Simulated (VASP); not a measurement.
# Al2O3 (R-3c) in VASP: further runs

The runs below take Al2O3 through single point, with PBE.

Program: VASP 6.6.1. These are calculated values, not measurements. Logs are shortened: lines on timing, memory, paths and dates and some standing lists are left out, and cuts for length are marked.

## Step 1: The cell of the first run

It takes space group R-3c (No. 167, trigonal). The conventional cell has a = 5.018 Å, b = 5.018 Å, c = 13.333 Å, α = 90.00°, β = 90.00°, γ = 120.00°. Within 2.6 Å of Al (site symmetry 3) lie 6 O at 1.95 to 2.05 Å. Within 2.9 Å of O (site symmetry 2) lie 4 Al at 1.95 to 2.05 Å and 8 O at 2.66 to 2.83 Å.

## Step 2: Single point, PBE (9.69 Å³/atom)

File INCAR:

```
SYSTEM = Al2O3
  ALGO = Normal
  EDIFF = 1E-6
  ENCUT = 520
  GGA = PE
  ISIF = 2
  ISMEAR = 0
  LASPH = .TRUE.
  LCHARG = .TRUE.
  LELF = .TRUE.
  LREAL = .FALSE.
  LVHAR = .TRUE.
  LWAVE = .FALSE.
  NBANDS = 35
  NELM = 100
  PREC = Accurate
  SIGMA = 0.05
```

File KPOINTS:

```
k-points
0
G
  6 6 6
  0 0 0
```

File POSCAR:

```
Al2O3
1.0
    2.5089531884      1.4485447987      4.4441924143
   -2.5089531884      1.4485447987      4.4441924143
    0.0000000000     -2.8970895974      4.4441924143
Al O
4 6
Direct
    0.8521293568      0.8521293568      0.8521293568
    0.6478706432      0.6478706432      0.6478706432
    0.1478706432      0.1478706432      0.1478706432
    0.3521293568      0.3521293568      0.3521293568
    0.0561574040      0.4438425960      0.7500000000
    0.7500000000      0.0561574040      0.4438425960
    0.4438425960      0.7500000000      0.0561574040
    0.9438425960      0.5561574040      0.2500000000
    0.2500000000      0.9438425960      0.5561574040
    0.5561574040      0.2500000000      0.9438425960
```

Potentials or basis: VASP PAW PBE potentials, release 64 (Al, O).

The run is started by

```console
cat potpaw_PBE.64/Al/POTCAR potpaw_PBE.64/O/POTCAR > POTCAR
mpirun -np 1 vasp_std > vasp.out
```

OUTCAR:

```text
SYSTEM = Al2O3
   EDIFF = 1E-6
   ENCUT = 520
   GGA = PE
   ISIF = 2
   ISMEAR = 0
   LASPH = .TRUE.
   LREAL = .FALSE.
   NELM = 100
   PREC = Accurate

 ion  position               nearest neighbor table
   1  0.852  0.852  0.852-   9 1.95   8 1.95  10 1.95   7 2.05   6 2.05   5 2.05   2 2.72   3 2.94
                             3 2.94   3 2.94
   2  0.648  0.648  0.648-  10 1.95   8 1.95   9 1.95   6 2.05   7 2.05   5 2.05   1 2.72   4 2.94
                             4 2.94   4 2.94
   3  0.148  0.148  0.148-   6 1.95   5 1.95   7 1.95  10 2.05   9 2.05   8 2.05   4 2.72   1 2.94
                             1 2.94   1 2.94
   4  0.352  0.352  0.352-   7 1.95   5 1.95   6 1.95   9 2.05  10 2.05   8 2.05   3 2.72   2 2.94
                             2 2.94   2 2.94
   5  0.056  0.444  0.750-   3 1.95   4 1.95   1 2.05   2 2.05
   6  0.750  0.056  0.444-   3 1.95   4 1.95   2 2.05   1 2.05
   7  0.444  0.750  0.056-   4 1.95   3 1.95   1 2.05   2 2.05
   8  0.944  0.556  0.250-   1 1.95   2 1.95   3 2.05   4 2.05
   9  0.250  0.944  0.556-   1 1.95   2 1.95   4 2.05   3 2.05
  10  0.556  0.250  0.944-   2 1.95   1 1.95   3 2.05   4 2.05

  LATTYP: Found a trigonal (rhomboedric) cell.
 ALAT       =     5.3050894762
 COS(alpha) =     0.5526682889

  Lattice vectors:

 A1 = (   2.5089531884,   1.4485447987,   4.4441924143)
 A2 = (  -2.5089531884,   1.4485447987,   4.4441924143)
 A3 = (   0.0000000000,  -2.8970895974,   4.4441924143)

Analysis of symmetry for initial positions (statically):
=====================================================================
 Subroutine PRICEL returns:
 Original cell was already a primitive cell.

 Routine SETGRP: Setting up the symmetry group for a
 trigonal (rhombohedral) supercell.

 Subroutine GETGRP returns: Found 12 space group operations
 (whereof  6 operations were pure point group operations)
 out of a pool of 12 trial point group operations.

The static configuration has the point symmetry S_6 .
 The point group associated with its full space group is D_3d.

Analysis of symmetry for dynamics (positions and initial velocities):
=====================================================================
 Subroutine PRICEL returns:
 Original cell was already a primitive cell.

 Routine SETGRP: Setting up the symmetry group for a
 trigonal (rhombohedral) supercell.

 Subroutine GETGRP returns: Found 12 space group operations
 (whereof  6 operations were pure point group operations)
 out of a pool of 12 trial point group operations.

The dynamic configuration has the point symmetry S_6 .
 The point group associated with its full space group is D_3d.

 Subroutine INISYM returns: Found 12 space group operations
 (whereof  6 operations are pure point group operations),
 and found     1 'primitive' translations

----------------------------------------------------------------------------------------

                                     Primitive cell

  volume of cell :      96.9100

  direct lattice vectors                    reciprocal lattice vectors
     2.508953188  1.448544799  4.444192414     0.199286301  0.115057999  0.075004253
    -2.508953188  1.448544799  4.444192414    -0.199286301  0.115057999  0.075004253
     0.000000000 -2.897089597  4.444192414     0.000000000 -0.230115999  0.075004253

  length of vectors
     5.305089476  5.305089476  5.305089476     0.242031012  0.242031012  0.242031012

  position of ions in fractional coordinates (direct lattice)
     0.852129357  0.852129357  0.852129357
     0.647870643  0.647870643  0.647870643
     0.147870643  0.147870643  0.147870643
     0.352129357  0.352129357  0.352129357
     0.056157404  0.443842596  0.750000000
     0.750000000  0.056157404  0.443842596
     0.443842596  0.750000000  0.056157404
     0.943842596  0.556157404  0.250000000
     0.250000000  0.943842596  0.556157404
     0.556157404  0.250000000  0.943842596

  ion indices of the primitive-cell ions
   primitive index   ion index
                 1           1
                 2           2
                 3           3
                 4           4
                 5           5
                 6           6
                 7           7
                 8           8
                 9           9
                10          10

----------------------------------------------------------------------------------------

 KPOINTS: k-points

Automatic generation of k-mesh.
 Grid dimensions read from file:
 generate k-points for:    6    6    6

 Generating k-lattice:

  Cartesian coordinates                     Fractional coordinates (reciprocal lattice)
     0.033214383  0.019176333  0.012500709     0.166666667  0.000000000  0.000000000
    -0.033214383  0.019176333  0.012500709     0.000000000  0.166666667  0.000000000
     0.000000000 -0.038352666  0.012500709     0.000000000  0.000000000  0.166666667

  Length of vectors
     0.040338502  0.040338502  0.040338502

  Shift w.r.t. Gamma in fractional coordinates (k-lattice)
     0.000000000  0.000000000  0.000000000

 Subroutine IBZKPT returns following result:
 ===========================================

 Found     32 irreducible k-points:

 Following reciprocal coordinates:
            Coordinates               Weight
  0.000000  0.000000  0.000000      1.000000
  0.166667 -0.000000  0.000000      6.000000
  0.333333  0.000000 -0.000000      6.000000
  0.500000 -0.000000  0.000000      3.000000
  0.166667  0.166667  0.000000      6.000000
  0.333333  0.166667  0.000000     12.000000
[... 16 lines left out ...]
  0.500000  0.500000  0.166667      6.000000
 -0.333333  0.500000  0.166667     12.000000
 [... further k-points ...]
   k-points           NKPTS =     32   k-points in BZ     NKDIM =     32   number of bands    NBANDS=     35
   number of dos      NEDOS =    301   number of ions     NIONS =     10
   total plane-waves  NPLWV =  64000
   dimension x,y,z NGX =    40 NGY =   40 NGZ =   40
   dimension x,y,z NGXF=    80 NGYF=   80 NGZF=   80
   ions per type =               4   6
   NGX,Y,Z   is equivalent  to a cutoff of  12.53, 12.53, 12.53 a.u.
   NGXF,Y,Z  is equivalent  to a cutoff of  25.07, 25.07, 25.07 a.u.
 SYSTEM =  Al2O3
   PREC   = accura    normal or accurate (medium, high low for compatibility)
   ISTART =      0    job   : 0-new  1-cont  2-samecut
   ICHARG =      2    charge: 1-file 2-atom 10-const
   ISPIN  =      1    spin polarized calculation?
   LNONCOLLINEAR =      F non collinear calculations
   LSORBIT =      F    spin-orbit coupling
   LASPH  =      T    aspherical Exc in radial PAW
   ENCUT  =  520.0 eV  38.22 Ry    6.18 a.u.   9.86  9.86  9.86*2*pi/ulx,y,z
   NELM   =    100;   NELMIN=  2; NELMDL= -5     # of ELM steps
   EDIFF  = 0.1E-05   stopping-criterion for ELM
   LREAL  =      F    real-space projection
   EDIFFG = 0.1E-04   stopping-criterion for IOM
   NSW    =      0    number of steps for IOM
   IBRION =     -1    ionic relax: 0-MD 1-quasi-New 2-CG
   NFREE  =      0    steps in history (QN), initial steepest desc. (CG)
   ISIF   =      2    stress and relaxation
   ISYM   =      2    0-nonsym 1-usesym 2-fastsym
   POTIM  = 0.5000    time-step for ionic-motion
   TEBEG  =    0.0;   TEEND  =   0.0 temperature during run
   PSTRESS=    0.0 pullay stress
   NELECT =      48.0000    total number of electrons
   NUPDOWN=      -1.0000    fix difference up-down
   EMIN   =  10.00;   EMAX   =-10.00  energy-range for DOS
   EFERMI =   0.00;   METHOD = LEGACY
   ISMEAR =     0;   SIGMA  =   0.05  broadening in eV -4-tet -1-fermi 0-gaus
   EFERMI_NEDOS =   21; number of points for ismear=-14 and -15
   IALGO  =     38    algorithm
   IMIX   =      4    mixing-type and parameters
     AMIX     =   0.40;   BMIX     =  1.00
     AMIX_MAG =   1.60;   BMIX_MAG =  1.00
  volume/ion in A,a.u.               =       9.69        65.40
  Fermi-wavevector in a.u.,A,eV,Ry     =   1.295286  2.447736 22.827394  1.677766
  Thomas-Fermi vector in A             =   2.426815
   LORBIT       =      0    0 simple, 1 ext, 2 COOP (PROOUT), +10 PAW based schemes
   GGA     = PE    functional components
   LHFCALC =     F    Hartree Fock is set to
   AEXX    =    0.0000 exact exchange contribution
   IVDW    =     0    specifies the selected vdW correction
   LEPSILON=     F    determine dielectric tensor
   LRPA    =     F    only Hartree local field effects (RPA)
 non-spin polarized calculation
 Gauss-broadening in eV      SIGMA  =   0.05
  energy-cutoff  :      520.00
  volume of cell :       96.91
 maximum number of plane-waves:      2622
   NGX = 19   NGY = 19   NGZ = 19

 number of electron      48.0000002 magnetization

 Free energy of the ion-electron system (eV)
  ---------------------------------------------------
  ext. energy  EPLUGINS =         0.00000000
  ---------------------------------------------------
  free energy    TOTEN  =       -74.15265770 eV

  energy without entropy =      -74.15265770  energy(sigma->0) =      -74.15265770

 E-fermi :   5.1005     XC(G=0): -11.0572

 val. band max:        4.8829887802   @ k =   0.0000   0.0000   0.0000
 cond. band min:       9.3574663686   @ k =   0.0000   0.0000   0.0000
 fundamental gap:      4.4744775885
 Fermi energy:         5.1005076983

 k-point     1 :       0.0000    0.0000    0.0000
  band No.  band energies     occupation
      1     -13.5545      2.00000
      2     -11.6013      2.00000
      3     -11.5048      2.00000
      4     -11.5048      2.00000
      5     -11.2221      2.00000
      6     -11.2221      2.00000
[... 27 lines left out ...]
     34      16.2864      0.00000
     35      18.1470      0.00000

 k-point     2 :       0.1667   -0.0000    0.0000
  band No.  band energies     occupation
      1     -13.4376      2.00000
      2     -11.7242      2.00000
      3     -11.5208      2.00000
      4     -11.5014      2.00000
      5     -11.2755      2.00000
      6     -11.2257      2.00000
[... 27 lines left out ...]
     34      16.7436      0.00000
     35      17.9225      0.00000

 k-point     3 :       0.3333    0.0000   -0.0000
  band No.  band energies     occupation
      1     -13.1071      2.00000
      2     -12.1143      2.00000
      3     -11.5317      2.00000
      4     -11.4329      2.00000
      5     -11.3899      2.00000
      6     -11.2599      2.00000
[... 27 lines left out ...]
     34      17.1565      0.00000
     35      17.4208      0.00000

 k-point     4 :       0.5000   -0.0000    0.0000
  band No.  band energies     occupation
      1     -12.6276      2.00000
      2     -12.6276      2.00000
      3     -11.4899      2.00000
      4     -11.4899      2.00000
      5     -11.3381      2.00000
      6     -11.3381      2.00000
[... 27 lines left out ...]
     34      16.6065      0.00000
     35      17.3615      0.00000

 k-point     5 :       0.1667    0.1667    0.0000
  band No.  band energies     occupation
      1     -13.4038      2.00000
      2     -11.6947      2.00000
      3     -11.5921      2.00000
      4     -11.4911      2.00000
      5     -11.3247      2.00000
      6     -11.2068      2.00000
[... 638 lines left out ...]
 k-point    22 :      -0.1667    0.3333    0.1667
  band No.  band energies     occupation
      1     -12.8479      2.00000
      2     -12.0953      2.00000
      3     -11.7804      2.00000
      4     -11.6358      2.00000
      5     -11.3465      2.00000
      6     -11.2465      2.00000
[... 27 lines left out ...]
     34      16.9780      0.00000
     35      17.3347      0.00000

 k-point    23 :       0.5000    0.5000    0.1667
  band No.  band energies     occupation
      1     -12.7050      2.00000
      2     -12.1183      2.00000
      3     -11.8864      2.00000
      4     -11.7268      2.00000
      5     -11.3966      2.00000
      6     -11.1758      2.00000
[... 27 lines left out ...]
     34      17.1385      0.00000
     35      17.4528      0.00000

 k-point    24 :      -0.3333    0.5000    0.1667
  band No.  band energies     occupation
      1     -12.4918      2.00000
      2     -12.1866      2.00000
      3     -11.9930      2.00000
      4     -11.8295      2.00000
      5     -11.3467      2.00000
      6     -11.1900      2.00000
[... 27 lines left out ...]
     34      17.0867      0.00000
     35      17.2747      0.00000

 [... further k-points ...]

------------------------ aborting loop because EDIFF is reached ----------------------------------------

  FORCE on cell =-STRESS in cart. coord.  units (eV):
  Direction    XX          YY          ZZ          XY          YZ          ZX
  --------------------------------------------------------------------------------------
  -------------------------------------------------------------------------------------
  Total      -13.7702673    -13.7702673     -7.5376046      0.0000000      0.0000000      0.0000000
  in kB     -227.6587569   -227.6587569   -124.6164401      0.0000000      0.0000000      0.0000000
  external PRESSURE =    -193.3113180 kB  Pullay stress =       0.0000000 kB

 VOLUME and BASIS-vectors are now :
 -----------------------------------------------------------------------------
  energy-cutoff  :      520.00
  volume of cell :       96.91
      direct lattice vectors                 reciprocal lattice vectors
     2.508953188  1.448544799  4.444192414     0.199286301  0.115057999  0.075004253
    -2.508953188  1.448544799  4.444192414    -0.199286301  0.115057999  0.075004253
     0.000000000 -2.897089597  4.444192414     0.000000000 -0.230115999  0.075004253

 POSITION                                       TOTAL-FORCE (eV/Angst)
 -----------------------------------------------------------------------------------
      0.00000      0.00000     11.36108         0.000000      0.000000      0.157198
      0.00000      0.00000      8.63779         0.000000      0.000000     -0.157198
      0.00000      0.00000      1.97150         0.000000      0.000000     -0.157198
      0.00000      0.00000      4.69479         0.000000      0.000000      0.157198
     -0.97268     -1.44854      5.55524        -0.158959      0.000000      0.000000
      1.74082     -0.11810      5.55524         0.079480     -0.137663      0.000000
     -0.76813      1.56664      5.55524         0.079480      0.137663      0.000000
      0.97268      1.44854      7.77734         0.158959      0.000000      0.000000
     -1.74082      0.11810      7.77734        -0.079480      0.137663      0.000000
      0.76813     -1.56664      7.77734        -0.079480     -0.137663      0.000000
 -----------------------------------------------------------------------------------
    total drift:                               -0.000000      0.000000     -0.000000

  FREE ENERGIE OF THE ION-ELECTRON SYSTEM (eV)
  ---------------------------------------------------
  free  energy   TOTEN  =       -74.1526576970 eV

  energy  without entropy=      -74.1526576970  energy(sigma->0) =      -74.15265770
```

It took 2.7 min on 1 thread of Intel Xeon 8259CL, shared host; peak memory 0.27 GiB.

Results:

```yaml
Free_energy: -74.1527 eV
Pressure: -19.3 GPa
Largest_force: 0.159 eV/Å
Band_gap_on_the_k_mesh: 4.47 eV
```

Forces on the atoms (eV/Å):
```
Al   0.000  0.000  0.157
Al   0.000  0.000 -0.157
Al   0.000  0.000 -0.157
Al   0.000  0.000  0.157
O   -0.159  0.000  0.000
O    0.079 -0.138  0.000
O    0.079  0.138  0.000
O    0.159  0.000  0.000
O   -0.079  0.138  0.000
O   -0.079 -0.138  0.000
```

Levels at points of the mesh, in eV from the valence-band top:
```tsv
k point	band 20	band 21	band 22	band 23	band 24	band 25	band 26	band 27	band 28	band 29
(0.00, 0.00, 0.00)	-0.50	-0.50	-0.22	-0.22	0.00	4.47	7.82	9.05	10.13	10.50
(0.50, 0.00, 0.00)	-1.28	-0.84	-0.84	-0.28	-0.28	7.81	7.81	8.27	8.27	10.54
(0.50, 0.50, 0.00)	-1.20	-0.97	-0.95	-0.64	-0.28	7.99	8.32	8.54	9.10	9.48
(0.50, 0.50, 0.50)	-1.78	-0.50	-0.50	-0.50	-0.50	7.05	7.05	9.87	9.87	10.50
```

Caveat: the cell stands under tension. Expect the measured gap to be larger: semilocal functionals such as PBE lack the derivative discontinuity.

(Part 1 of 2 ends here.)
